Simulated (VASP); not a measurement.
# SnSe2 (P-3m1) in VASP: settings compared

SnSe2 is run at these levels: revPBE, RPBE, LDA; tasks: single point.

Everything below comes from runs of VASP 6.6.1. Logs are shortened: lines on timing, memory, paths and dates and some standing lists are left out, and cuts for length are marked.

**1. The cell of the first run**

Symmetry: P-3m1, No. 164, trigonal system. Conventional cell: a = 3.811 Å, b = 3.811 Å, c = 6.136 Å, α = 90.00°, β = 90.00°, γ = 120.00°. Sn (site symmetry -3m) has 6 Se at 2.68 Å within 3.5 Å. Within 3.5 Å of Se (site symmetry 3m) lie 3 Sn at 2.68 Å.

**2. Single point, revPBE**

INCAR reads:

```
PREC = Accurate
ENCUT = 500
EDIFF = 1E-6
ISMEAR = 0
SIGMA = 0.01
LREAL = F
LASPH = T
NELM = 120
ALGO = Normal
ISIF = 2
LWAVE = F
LCHARG = F
GGA = RE
NBANDS = 20
GGA_COMPAT = F
```

KPOINTS reads:

```
Automatic mesh
0
Gamma
  6 6 4
```

POSCAR reads:

```
SnSe2
1.0
    3.8110000000      0.0000000000      0.0000000000
   -1.9055000000      3.3004228138      0.0000000000
    0.0000000000      0.0000000000      6.1360000000
Sn Se
1 2
Direct
    0.0000000000      0.0000000000      0.0000000000
    0.3333333333      0.6666666667      0.2490000000
    0.6666666667      0.3333333333      0.7510000000
```

Potentials or basis: VASP PAW PBE potentials, release 64 (Sn_d, Se).

Launch:

```
$ cat potpaw_PBE.64/Sn_d/POTCAR potpaw_PBE.64/Se/POTCAR > POTCAR
$ mpirun -np 1 vasp_std > vasp.out
```

OUTCAR:

```text
PREC = Accurate
   ENCUT = 500
   EDIFF = 1E-6
   ISMEAR = 0
   LREAL = F
   LASPH = T
   NELM = 120
   ISIF = 2
   GGA = RE

 ion  position               nearest neighbor table
   1  0.000  0.000  0.000-   2 2.68   3 2.68   2 2.68   3 2.68   3 2.68   2 2.68
   2  0.333  0.667  0.249-   1 2.68   1 2.68   1 2.68
   3  0.667  0.333  0.751-   1 2.68   1 2.68   1 2.68

  LATTYP: Found a hexagonal cell.
 ALAT       =     3.8110000000
 C/A-ratio  =     1.6100760955

  Lattice vectors:

 A1 = (   3.8110000000,   0.0000000000,   0.0000000000)
 A2 = (  -1.9055000000,   3.3004228138,   0.0000000000)
 A3 = (   0.0000000000,   0.0000000000,   6.1360000000)

Analysis of symmetry for initial positions (statically):
=====================================================================
 Subroutine PRICEL returns:
 Original cell was already a primitive cell.

 Routine SETGRP: Setting up the symmetry group for a
 hexagonal supercell.

 Subroutine GETGRP returns: Found 12 space group operations
 (whereof 12 operations were pure point group operations)
 out of a pool of 24 trial point group operations.

The static configuration has the point symmetry D_3d.

Analysis of symmetry for dynamics (positions and initial velocities):
=====================================================================
 Subroutine PRICEL returns:
 Original cell was already a primitive cell.

 Routine SETGRP: Setting up the symmetry group for a
 hexagonal supercell.

 Subroutine GETGRP returns: Found 12 space group operations
 (whereof 12 operations were pure point group operations)
 out of a pool of 24 trial point group operations.

The dynamic configuration has the point symmetry D_3d.

 Subroutine INISYM returns: Found 12 space group operations
 (whereof 12 operations are pure point group operations),
 and found     1 'primitive' translations

----------------------------------------------------------------------------------------

                                     Primitive cell

  volume of cell :      77.1781

  direct lattice vectors                    reciprocal lattice vectors
     3.811000000  0.000000000  0.000000000     0.262398321  0.151495741  0.000000000
    -1.905500000  3.300422814  0.000000000     0.000000000  0.302991482  0.000000000
     0.000000000  0.000000000  6.136000000     0.000000000  0.000000000  0.162972621

  length of vectors
     3.811000000  3.811000000  6.136000000     0.302991482  0.302991482  0.162972621

  position of ions in fractional coordinates (direct lattice)
     0.000000000  0.000000000  0.000000000
     0.333333333  0.666666667  0.249000000
     0.666666667  0.333333333  0.751000000

  ion indices of the primitive-cell ions
   primitive index   ion index
                 1           1
                 2           2
                 3           3

----------------------------------------------------------------------------------------

 KPOINTS: Automatic mesh

Automatic generation of k-mesh.
 Grid dimensions read from file:
 generate k-points for:    6    6    4

 Generating k-lattice:

  Cartesian coordinates                     Fractional coordinates (reciprocal lattice)
     0.043733053  0.025249290  0.000000000     0.166666667  0.000000000  0.000000000
     0.000000000  0.050498580  0.000000000     0.000000000  0.166666667  0.000000000
     0.000000000  0.000000000  0.040743155     0.000000000  0.000000000  0.250000000

  Length of vectors
     0.050498580  0.050498580  0.040743155

  Shift w.r.t. Gamma in fractional coordinates (k-lattice)
     0.000000000  0.000000000  0.000000000

 Subroutine IBZKPT returns following result:
 ===========================================

 Found     24 irreducible k-points:

 Following reciprocal coordinates:
            Coordinates               Weight
  0.000000  0.000000  0.000000      1.000000
  0.166667 -0.000000  0.000000      6.000000
  0.333333  0.000000  0.000000      6.000000
  0.500000  0.000000  0.000000      3.000000
  0.166667  0.166667  0.000000      6.000000
  0.333333  0.166667  0.000000     12.000000
[... 16 lines left out ...]
  0.333333  0.166667  0.500000     12.000000
  0.333333  0.333333  0.500000      2.000000
   k-points           NKPTS =     24   k-points in BZ     NKDIM =     24   number of bands    NBANDS=     20
   number of dos      NEDOS =    301   number of ions     NIONS =      3
   total plane-waves  NPLWV =  37632
   dimension x,y,z NGX =    28 NGY =   28 NGZ =   48
   dimension x,y,z NGXF=    56 NGYF=   56 NGZF=   96
   ions per type =               1   2
   NGX,Y,Z   is equivalent  to a cutoff of  12.21, 12.21, 13.00 a.u.
   NGXF,Y,Z  is equivalent  to a cutoff of  24.43, 24.43, 26.01 a.u.
 SYSTEM =  unknown system
   PREC   = accura    normal or accurate (medium, high low for compatibility)
   ISTART =      0    job   : 0-new  1-cont  2-samecut
   ICHARG =      2    charge: 1-file 2-atom 10-const
   ISPIN  =      1    spin polarized calculation?
   LNONCOLLINEAR =      F non collinear calculations
   LSORBIT =      F    spin-orbit coupling
   LASPH  =      T    aspherical Exc in radial PAW
   ENCUT  =  500.0 eV  36.75 Ry    6.06 a.u.   6.95  6.95 11.19*2*pi/ulx,y,z
   NELM   =    120;   NELMIN=  2; NELMDL= -5     # of ELM steps
   EDIFF  = 0.1E-05   stopping-criterion for ELM
   LREAL  =      F    real-space projection
   EDIFFG = 0.1E-04   stopping-criterion for IOM
   NSW    =      0    number of steps for IOM
   IBRION =     -1    ionic relax: 0-MD 1-quasi-New 2-CG
   NFREE  =      0    steps in history (QN), initial steepest desc. (CG)
   ISIF   =      2    stress and relaxation
   ISYM   =      2    0-nonsym 1-usesym 2-fastsym
   POTIM  = 0.5000    time-step for ionic-motion
   TEBEG  =    0.0;   TEEND  =   0.0 temperature during run
   PSTRESS=    0.0 pullay stress
   NELECT =      26.0000    total number of electrons
   NUPDOWN=      -1.0000    fix difference up-down
   EMIN   =  10.00;   EMAX   =-10.00  energy-range for DOS
   EFERMI =   0.00;   METHOD = LEGACY
   ISMEAR =     0;   SIGMA  =   0.01  broadening in eV -4-tet -1-fermi 0-gaus
   EFERMI_NEDOS =   21; number of points for ismear=-14 and -15
   IALGO  =     38    algorithm
   IMIX   =      4    mixing-type and parameters
     AMIX     =   0.40;   BMIX     =  1.00
     AMIX_MAG =   1.60;   BMIX_MAG =  1.00
  volume/ion in A,a.u.               =      25.73       173.61
  Fermi-wavevector in a.u.,A,eV,Ry     =   1.139116  2.152617 17.654722  1.297585
  Thomas-Fermi vector in A             =   2.275820
   LORBIT       =      0    0 simple, 1 ext, 2 COOP (PROOUT), +10 PAW based schemes
   GGA     = RE    functional components
   LHFCALC =     F    Hartree Fock is set to
   AEXX    =    0.0000 exact exchange contribution
   IVDW    =     0    specifies the selected vdW correction
   LEPSILON=     F    determine dielectric tensor
   LRPA    =     F    only Hartree local field effects (RPA)
 non-spin polarized calculation
 Gauss-broadening in eV      SIGMA  =   0.01
  energy-cutoff  :      500.00
  volume of cell :       77.18
 maximum number of plane-waves:      1968
   NGX = 13   NGY = 13   NGZ = 23

 number of electron      26.0000006 magnetization

 Free energy of the ion-electron system (eV)
  ---------------------------------------------------
  ext. energy  EPLUGINS =         0.00000000
  ---------------------------------------------------
  free energy    TOTEN  =       -10.81608050 eV

  energy without entropy =      -10.81608050  energy(sigma->0) =      -10.81608050

 E-fermi :   4.2891     XC(G=0):  -9.3228

 val. band max:        4.2397725955   @ k =   0.0000   0.0000   0.0000
 cond. band min:       5.1132795108   @ k =   0.5000   0.0000   0.2500
 fundamental gap:      0.8735069152
 Fermi energy:         4.2891138503

 k-point     1 :       0.0000    0.0000    0.0000
  band No.  band energies     occupation
      1     -17.0601      2.00000
      2     -17.0601      2.00000
      3     -17.0252      2.00000
      4     -17.0091      2.00000
      5     -17.0091      2.00000
      6      -9.7263      2.00000
[... 12 lines left out ...]
     19      13.1881      0.00000
     20      13.1881      0.00000

 k-point     2 :       0.1667   -0.0000    0.0000
  band No.  band energies     occupation
      1     -17.0739      2.00000
      2     -17.0517      2.00000
      3     -17.0192      2.00000
      4     -17.0127      2.00000
      5     -17.0065      2.00000
      6      -9.4508      2.00000
[... 12 lines left out ...]
     19      12.5862      0.00000
     20      13.4623      0.00000

 k-point     3 :       0.3333    0.0000    0.0000
  band No.  band energies     occupation
      1     -17.1047      2.00000
      2     -17.0426      2.00000
      3     -17.0271      2.00000
      4     -16.9968      2.00000
      5     -16.9934      2.00000
      6      -8.7125      2.00000
[... 12 lines left out ...]
     19      13.2868      0.00000
     20      14.1598      0.00000

 k-point     4 :       0.5000    0.0000    0.0000
  band No.  band energies     occupation
      1     -17.1207      2.00000
      2     -17.0414      2.00000
      3     -17.0317      2.00000
      4     -16.9876      2.00000
      5     -16.9834      2.00000
      6      -8.0660      2.00000
[... 12 lines left out ...]
     19      14.3986      0.00000
     20      14.9777      0.00000

 k-point     5 :       0.1667    0.1667    0.0000
  band No.  band energies     occupation
      1     -17.0901      2.00000
      2     -17.0505      2.00000
      3     -17.0187      2.00000
      4     -17.0113      2.00000
      5     -16.9942      2.00000
      6      -8.9377      2.00000
[... 12 lines left out ...]
     19      11.3383      0.00000
     20      14.5572      0.00000

 k-point     6 :       0.3333    0.1667    0.0000
  band No.  band energies     occupation
      1     -17.1055      2.00000
      2     -17.0538      2.00000
      3     -17.0227      2.00000
      4     -16.9974      2.00000
      5     -16.9861      2.00000
      6      -8.1419      2.00000
[... 12 lines left out ...]
     19      12.8361      0.00000
     20      14.3886      0.00000

 k-point     7 :       0.3333    0.3333    0.0000
  band No.  band energies     occupation
      1     -17.0818      2.00000
      2     -17.0818      2.00000
      3     -17.0052      2.00000
      4     -17.0052      2.00000
      5     -16.9920      2.00000
      6      -7.5979      2.00000
[... 12 lines left out ...]
     19      12.7090      0.00000
     20      12.7090      0.00000
[... 277 lines left out ...]
 k-point    20 :       0.3333    0.0000    0.5000
  band No.  band energies     occupation
      1     -17.1049      2.00000
      2     -17.0426      2.00000
      3     -17.0271      2.00000
      4     -16.9967      2.00000
      5     -16.9934      2.00000
      6      -8.5696      2.00000
[... 12 lines left out ...]
     19      14.0176      0.00000
     20      14.1707      0.00000

 k-point    21 :       0.5000    0.0000    0.5000
  band No.  band energies     occupation
      1     -17.1209      2.00000
      2     -17.0415      2.00000
      3     -17.0318      2.00000
      4     -16.9875      2.00000
      5     -16.9834      2.00000
      6      -7.9715      2.00000
[... 12 lines left out ...]
     19      14.2678      0.00000
     20      15.1214      0.00000

 k-point    22 :       0.1667    0.1667    0.5000
  band No.  band energies     occupation
      1     -17.0902      2.00000
      2     -17.0505      2.00000
      3     -17.0188      2.00000
      4     -17.0112      2.00000
      5     -16.9941      2.00000
      6      -8.7855      2.00000
[... 12 lines left out ...]
     19      12.3235      0.00000
     20      13.4799      0.00000

 k-point    23 :       0.3333    0.1667    0.5000
  band No.  band energies     occupation
      1     -17.1057      2.00000
      2     -17.0538      2.00000
      3     -17.0227      2.00000
      4     -16.9973      2.00000
      5     -16.9861      2.00000
      6      -8.0377      2.00000
[... 12 lines left out ...]
     19      12.8297      0.00000
     20      13.9522      0.00000

 k-point    24 :       0.3333    0.3333    0.5000
  band No.  band energies     occupation
      1     -17.0820      2.00000
      2     -17.0820      2.00000
      3     -17.0052      2.00000
      4     -17.0052      2.00000
      5     -16.9919      2.00000
      6      -7.5838      2.00000
[... 12 lines left out ...]
     19      13.2622      0.00000
     20      13.3703      0.00000

------------------------ aborting loop because EDIFF is reached ----------------------------------------

  FORCE on cell =-STRESS in cart. coord.  units (eV):
  Direction    XX          YY          ZZ          XY          YZ          ZX
  --------------------------------------------------------------------------------------
  -------------------------------------------------------------------------------------
  Total        3.1365472      3.1365472      3.8185011      0.0000000      0.0000000      0.0000000
  in kB       65.1131240     65.1131240     79.2701391      0.0000000      0.0000000      0.0000000
  external PRESSURE =      69.8321290 kB  Pullay stress =       0.0000000 kB

 VOLUME and BASIS-vectors are now :
 -----------------------------------------------------------------------------
  energy-cutoff  :      500.00
  volume of cell :       77.18
      direct lattice vectors                 reciprocal lattice vectors
     3.811000000  0.000000000  0.000000000     0.262398321  0.151495741  0.000000000
    -1.905500000  3.300422814  0.000000000     0.000000000  0.302991482  0.000000000
     0.000000000  0.000000000  6.136000000     0.000000000  0.000000000  0.162972621

 POSITION                                       TOTAL-FORCE (eV/Angst)
 -----------------------------------------------------------------------------------
      0.00000      0.00000      0.00000         0.000000      0.000000      0.000000
     -0.00000      2.20028      1.52786        -0.000000      0.000000      0.825347
      1.90550      1.10014      4.60814         0.000000      0.000000     -0.825347
 -----------------------------------------------------------------------------------
    total drift:                                0.000000      0.000000      0.000000

  FREE ENERGIE OF THE ION-ELECTRON SYSTEM (eV)
  ---------------------------------------------------
  free  energy   TOTEN  =       -10.8160804967 eV

  energy  without entropy=      -10.8160804967  energy(sigma->0) =      -10.81608050
```

Run time: 14 s. Hardware: 1 thread of Intel Xeon 6975P-C (Granite Rapids), shared host; peak memory 0.19 GiB.

What came out:

| Quantity | Value |
| --- | --- |
| Free energy | -10.8161 eV |
| Pressure | 7.0 GPa |
| Largest force | 0.825 eV/Å |
| Band gap on the k mesh | 0.87 eV, indirect (least direct gap 1.19 eV) |

Forces on the atoms (eV/Å):
```
Sn   0.000  0.000  0.000
Se   0.000  0.000  0.825
Se   0.000  0.000 -0.825
```

Levels at points of the mesh, in eV from the valence-band top:
```csv
k point,band 11,band 12,band 13,band 14,band 15,band 16
"(0.00, 0.00, 0.00)",-0.39,-0.39,0.00,1.19,3.02,4.68
"(0.50, 0.00, 0.00)",-2.67,-1.16,-0.30,1.20,3.87,5.53
"(0.00, 0.00, 0.50)",-0.78,-0.24,-0.24,2.50,2.99,4.41
"(0.50, 0.00, 0.50)",-1.98,-0.82,-0.68,0.92,4.35,4.92
```

Caveat: the PAW data sets were made with another functional, which shifts forces and pressure a little; spin-orbit coupling is left out, which moves the levels of the heavy elements; this functional lacks dispersion, which binds the layers, so the pressure and a relaxed spacing across them are unreliable. A k mesh can miss the band edges.

**3. Single point, RPBE**

INCAR reads:

```
SYSTEM = SnSe2
ALGO = Normal ; EDIFF = 1E-6
ENCUT = 500 ; GGA = RP
GGA_COMPAT = .FALSE. ; ISIF = 2
ISMEAR = 0 ; LASPH = .TRUE.
LCHARG = .FALSE. ; LREAL = .FALSE.
LWAVE = .FALSE. ; NBANDS = 20
NELM = 120 ; PREC = Accurate
SIGMA = 0.01
```

KPOINTS reads:

```
k-points
0
G
  6 6 4
  0 0 0
```

POSCAR is that of step 2.

Potentials or basis: VASP PAW PBE potentials, release 64 (Sn_d, Se).

Launch:

```
$ cat potpaw_PBE.64/Sn_d/POTCAR potpaw_PBE.64/Se/POTCAR > POTCAR
$ mpirun -np 1 vasp_std > vasp.out
```

Wall time 14 s (1 thread of Intel Xeon 6975P-C (Granite Rapids), shared host); peak memory 0.19 GiB.

Results (log left out):

```
Free energy            : -10.6889 eV
Pressure               : 7.5 GPa
Largest force          : 0.840 eV/Å
Band gap on the k mesh : 0.89 eV, indirect (least direct gap 1.22 eV)
```

Forces in eV/Å, atoms in the order of the input:
```
Sn   0.000  0.000  0.000
Se   0.000  0.000  0.840
Se   0.000  0.000 -0.840
```

Stress tensor (GPa, compression positive):
```
7.01 0.00 0.00
0.00 7.01 0.00
0.00 0.00 8.43
```

Levels at points of the mesh, in eV from the valence-band top:
```
           k point  band 10  band 11  band 12  band 13  band 14  band 15  band 16  band 17
(0.00, 0.00, 0.00)    -0.69    -0.39    -0.39     0.00     1.22     3.04     4.69     4.69
(0.50, 0.00, 0.00)    -2.87    -2.66    -1.15    -0.30     1.21     3.90     5.55     5.56
(0.00, 0.00, 0.50)    -0.78    -0.78    -0.24    -0.24     2.51     3.02     4.43     4.43
(0.50, 0.00, 0.50)    -2.50    -1.97    -0.81    -0.68     0.94     4.38     4.95     5.89
```

Caveat: the PAW data sets were made with another functional, which shifts forces and pressure a little; spin-orbit coupling is left out, which moves the levels of the heavy elements; this functional lacks dispersion, which binds the layers, so the pressure and a relaxed spacing across them are unreliable. A k mesh can miss the band edges.

(Part 1 of 2 ends here.)
